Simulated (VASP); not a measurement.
# F2 in VASP: single point with r2SCAN

Aim: the single point of F2 with r2SCAN.

Program: VASP 6.6.1. These are calculated values, not measurements. Logs are shortened: lines on timing, memory, paths and dates and some standing lists are left out, and cuts for length are marked.

## Step 1: The cell of the first run

The cell holds a molecule in a box, 2 atoms: a = 15.000 Å, b = 15.500 Å, c = 16.000 Å, α = 90.00°, β = 90.00°, γ = 90.00°.

## Step 2: Single point, r2SCAN

POSCAR reads:

```
F
1.0
   15.0000000000      0.0000000000      0.0000000000
    0.0000000000     15.5000000000      0.0000000000
    0.0000000000      0.0000000000     16.0000000000
F
2
Direct
    0.4605294331      0.4990153075      0.4769295482
    0.5394705669      0.5009846925      0.5230704518
```

INCAR.step1 reads:

```
SYSTEM = F
PREC     = Accurate       ! precision mode
ENCUT    = 520            ! plane-wave cutoff, eV
ISMEAR   = 0              ! smearing method
SIGMA    = 0.005          ! smearing width, eV
LREAL    = .False.        ! projectors in reciprocal space
LASPH    = .True.         ! aspherical terms in the spheres
NELM     = 60             ! most SCF steps
ISYM     = 0            
NBANDS   = 14             ! bands
GGA      = PE             ! functional
ALGO     = Normal         ! electronic algorithm
EDIFF    = 1E-4           ! SCF threshold, eV
LWAVE    = .True.         ! write WAVECAR
LCHARG   = .False.        ! write CHGCAR
```

INCAR.step2 reads:

```
SYSTEM = F
PREC     = Accurate       ! precision mode
ENCUT    = 520            ! plane-wave cutoff, eV
EDIFF    = 1E-7           ! SCF threshold, eV
ISMEAR   = 0              ! smearing method
SIGMA    = 0.005          ! smearing width, eV
LREAL    = .False.        ! projectors in reciprocal space
LASPH    = .True.         ! aspherical terms in the spheres
NELM     = 60             ! most SCF steps
ALGO     = Normal         ! electronic algorithm
ISIF     = 2              ! what is computed and relaxed
LWAVE    = .False.        ! write WAVECAR
LCHARG   = .False.        ! write CHGCAR
METAGGA  = R2SCAN         ! meta-GGA
LMIXTAU  = .True.       
ISYM     = 0            
NBANDS   = 14             ! bands
ISTART   = 1
```

KPOINTS reads:

```
Automatic mesh
0
Gamma
  1 1 1
  0 0 0
```

Potentials or basis: VASP PAW PBE potentials, release 64 (F).

Command:

```console
cat potpaw_PBE.64/F/POTCAR > POTCAR
cp INCAR.step1 INCAR
mpirun -np 1 vasp_gam > vasp.out
cp INCAR.step2 INCAR
mpirun -np 1 vasp_gam > vasp.out
```

OUTCAR:

```text
SYSTEM = F
   PREC = Accurate
   ENCUT = 520
   EDIFF = 1E-7
   ISMEAR = 0
   LREAL = .False.
   LASPH = .True.
   NELM = 60
   ISIF = 2
   METAGGA = R2SCAN
   ISYM = 0
   ISTART = 1

 ion  position               nearest neighbor table
   1  0.461  0.499  0.477-   2 1.40
   2  0.539  0.501  0.523-   1 1.40

IMPORTANT INFORMATION: All symmetrisations will be switched off!
NOSYMM: (Re-)initialisation of all symmetry stuff for point group C_1.

----------------------------------------------------------------------------------------

                                     Primitive cell

  volume of cell :    3720.0000

  direct lattice vectors                    reciprocal lattice vectors
    15.000000000  0.000000000  0.000000000     0.066666667  0.000000000  0.000000000
     0.000000000 15.500000000  0.000000000     0.000000000  0.064516129  0.000000000
     0.000000000  0.000000000 16.000000000     0.000000000  0.000000000  0.062500000

  length of vectors
    15.000000000 15.500000000 16.000000000     0.066666667  0.064516129  0.062500000

  position of ions in fractional coordinates (direct lattice)
     0.460529433  0.499015308  0.476929548
     0.539470567  0.500984692  0.523070452

  ion indices of the primitive-cell ions
   primitive index   ion index
                 1           1
                 2           2

----------------------------------------------------------------------------------------

 KPOINTS: Automatic mesh

Automatic generation of k-mesh.
 Grid dimensions read from file:
 generate k-points for:    1    1    1

 Generating k-lattice:

  Cartesian coordinates                     Fractional coordinates (reciprocal lattice)
     0.066666667  0.000000000  0.000000000     1.000000000  0.000000000  0.000000000
     0.000000000  0.064516129  0.000000000     0.000000000  1.000000000  0.000000000
     0.000000000  0.000000000  0.062500000     0.000000000  0.000000000  1.000000000

  Length of vectors
     0.066666667  0.064516129  0.062500000

  Shift w.r.t. Gamma in fractional coordinates (k-lattice)
     0.000000000  0.000000000  0.000000000

 Subroutine IBZKPT returns following result:
 ===========================================

 Found      1 irreducible k-points:

 Following reciprocal coordinates:
            Coordinates               Weight
  0.000000  0.000000  0.000000      1.000000
   k-points           NKPTS =      1   k-points in BZ     NKDIM =      1   number of bands    NBANDS=     14
   number of dos      NEDOS =    301   number of ions     NIONS =      2
   total plane-waves  NPLWV = ******
   dimension x,y,z NGX =   112 NGY =  120 NGZ =  120
   dimension x,y,z NGXF=   224 NGYF=  240 NGZF=  240
   ions per type =               2
   NGX,Y,Z   is equivalent  to a cutoff of  12.41, 12.87, 12.47 a.u.
   NGXF,Y,Z  is equivalent  to a cutoff of  24.83, 25.74, 24.94 a.u.
 SYSTEM =  F
   PREC   = accura    normal or accurate (medium, high low for compatibility)
   ISTART =      1    job   : 0-new  1-cont  2-samecut
   ICHARG =      0    charge: 1-file 2-atom 10-const
   ISPIN  =      1    spin polarized calculation?
   LNONCOLLINEAR =      F non collinear calculations
   LSORBIT =      F    spin-orbit coupling
   LASPH  =      T    aspherical Exc in radial PAW
   ENCUT  =  520.0 eV  38.22 Ry    6.18 a.u.  27.89 28.82 29.75*2*pi/ulx,y,z
   NELM   =     60;   NELMIN=  2; NELMDL=  0     # of ELM steps
   EDIFF  = 0.1E-06   stopping-criterion for ELM
   LREAL  =      F    real-space projection
   EDIFFG = 0.1E-05   stopping-criterion for IOM
   NSW    =      0    number of steps for IOM
   IBRION =     -1    ionic relax: 0-MD 1-quasi-New 2-CG
   NFREE  =      0    steps in history (QN), initial steepest desc. (CG)
   ISIF   =      2    stress and relaxation
   ISYM   =      0    0-nonsym 1-usesym 2-fastsym
   POTIM  = 0.5000    time-step for ionic-motion
   TEBEG  =    0.0;   TEEND  =   0.0 temperature during run
   PSTRESS=    0.0 pullay stress
   NELECT =      14.0000    total number of electrons
   NUPDOWN=      -1.0000    fix difference up-down
   EMIN   =  10.00;   EMAX   =-10.00  energy-range for DOS
   EFERMI =   0.00;   METHOD = LEGACY
   ISMEAR =     0;   SIGMA  =   0.01  broadening in eV -4-tet -1-fermi 0-gaus
   EFERMI_NEDOS =   21; number of points for ismear=-14 and -15
   IALGO  =     38    algorithm
   IMIX   =      4    mixing-type and parameters
     AMIX     =   0.40;   BMIX     =  1.00
     AMIX_MAG =   1.60;   BMIX_MAG =  1.00
  volume/ion in A,a.u.               =    1860.00     12551.90
  Fermi-wavevector in a.u.,A,eV,Ry     =   0.254646  0.481211  0.882263  0.064844
  Thomas-Fermi vector in A             =   1.076024
   LORBIT       =      0    0 simple, 1 ext, 2 COOP (PROOUT), +10 PAW based schemes
   METAGGA = R2SCAN    functional components
   LHFCALC =     F    Hartree Fock is set to
   AEXX    =    0.0000 exact exchange contribution
   IVDW    =     0    specifies the selected vdW correction
   LEPSILON=     F    determine dielectric tensor
   LRPA    =     F    only Hartree local field effects (RPA)
 non-spin polarized calculation
 Gauss-broadening in eV      SIGMA  =   0.01
  energy-cutoff  :      520.00
  volume of cell :     3720.00
 maximum number of plane-waves:     50071
 NGX is ok and might be reduce to   112
   NGX = 55   NGY = 57   NGZ = 59

 number of electron      14.0000009 magnetization

 Free energy of the ion-electron system (eV)
  ---------------------------------------------------
  ext. energy  EPLUGINS =         0.00000000
  ---------------------------------------------------
  free energy    TOTEN  =        -6.13193538 eV

  energy without entropy =       -6.13193538  energy(sigma->0) =       -6.13193538

 E-fermi :  -9.7849     XC(G=0):  -0.0970

 val. band max:       -9.8874814136   @ k =   0.0000   0.0000   0.0000
 cond. band min:      -5.2071287182   @ k =   0.0000   0.0000   0.0000
 fundamental gap:      4.6803526954
 Fermi energy:        -9.7848694357

 k-point     1 :       0.0000    0.0000    0.0000
  band No.  band energies     occupation
      1     -35.8677      2.00000
      2     -29.0705      2.00000
      3     -15.7579      2.00000
      4     -13.5020      2.00000
      5     -13.5019      2.00000
      6      -9.8875      2.00000
      7      -9.8875      2.00000
      8      -5.2071      0.00000
      9      -0.0004      0.00000
     10       0.5554      0.00000
     11       0.5990      0.00000
     12       0.6377      0.00000
     13       0.6396      0.00000
     14       0.6842      0.00000

------------------------ aborting loop because EDIFF is reached ----------------------------------------

  FORCE on cell =-STRESS in cart. coord.  units (eV):
  Direction    XX          YY          ZZ          XY          YZ          ZX
  --------------------------------------------------------------------------------------
  -------------------------------------------------------------------------------------
  Total        0.4751949     -0.1154230      0.1149063      0.0175528      0.0106503      0.3667835
  in kB        0.2046631     -0.0497119      0.0494893      0.0075599      0.0045870      0.1579710
  external PRESSURE =       0.0681468 kB  Pullay stress =       0.0000000 kB

 VOLUME and BASIS-vectors are now :
 -----------------------------------------------------------------------------
  energy-cutoff  :      520.00
  volume of cell :     3720.00
      direct lattice vectors                 reciprocal lattice vectors
    15.000000000  0.000000000  0.000000000     0.066666667  0.000000000  0.000000000
     0.000000000 15.500000000  0.000000000     0.000000000  0.064516129  0.000000000
     0.000000000  0.000000000 16.000000000     0.000000000  0.000000000  0.062500000

 POSITION                                       TOTAL-FORCE (eV/Angst)
 -----------------------------------------------------------------------------------
      6.90794      7.73474      7.63087        -0.500171      0.001541     -0.315474
      8.09206      7.76526      8.36913         0.500171     -0.001541      0.315474
 -----------------------------------------------------------------------------------
    total drift:                                0.000005      0.000020     -0.000002

  FREE ENERGIE OF THE ION-ELECTRON SYSTEM (eV)
  ---------------------------------------------------
  free  energy   TOTEN  =        -6.1319353835 eV

  energy  without entropy=       -6.1319353835  energy(sigma->0) =       -6.13193538
```

It took 16 min on 1 thread of Intel Xeon Platinum 8488C (Sapphire Rapids), shared host; peak memory 2.8 GiB.

Results:

* Free energy: -6.1319 eV
* Largest force: 0.591 eV/Å
* Gap between the frontier levels: 4.68 eV

Forces on the atoms (eV/Å):
```
F   -0.500  0.002 -0.315
F    0.500 -0.002  0.315
```

Caveat: the PAW data sets were made with another functional, which shifts forces and pressure a little.
